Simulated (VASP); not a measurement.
A run of VASP 6.6.1 is set up as follows.

INCAR

```
  PREC = Accurate
  ENCUT = 520
  EDIFF = 1E-6
  ISMEAR = 0
  SIGMA = 0.1
  LREAL = False
  LASPH = True
  NELM = 60
  ALGO = Normal
  ISIF = 2
  LWAVE = False
  LCHARG = False
  GGA = PE
  NBANDS = 20
```

KPOINTS

```
Automatic mesh
0
Gamma
  12 12 12
```

Contents of POSCAR:

```
SiB6
1.0
    2.2996513274      1.3277043129      3.6913363773
   -2.2996513274      1.3277043129      3.6913363773
    0.0000000000     -2.6554086259      3.6913363773
Si B
1 6
Direct
    0.6786125856      0.6786125856      0.6786125856
    0.8565707425      0.8565707425      0.8565707425
    0.1152339260      0.7493086305      0.1152339260
    0.1152339260      0.1152339260      0.7493086305
    0.7493086305      0.1152339260      0.1152339260
    0.4992230555      0.4992230555      0.4992230555
    0.3511800639      0.3511800639      0.3511800639
```

Potentials or basis: VASP PAW PBE potentials, release 64 (Si, B).

Launch:

```sh
$ cat potpaw_PBE.64/Si/POTCAR potpaw_PBE.64/B/POTCAR > POTCAR
$ mpirun -np 1 vasp_std > vasp.out
```

Question: What does it give for the largest force?

Answer: 0.018 eV/Å.

Question: Estimate the band gap on the k mesh.

Answer: Zero (band 11 reaches 6.19 eV, above the bottom of band 12 at 4.34 eV).

Forces in eV/Å, atoms in the order of the input:
```
Si   0.000  0.000  0.001
B    0.000  0.000 -0.010
B    0.016 -0.009  0.003
B    0.000  0.018  0.003
B   -0.016 -0.009  0.003
B    0.000  0.000  0.016
B    0.000  0.000 -0.015
```
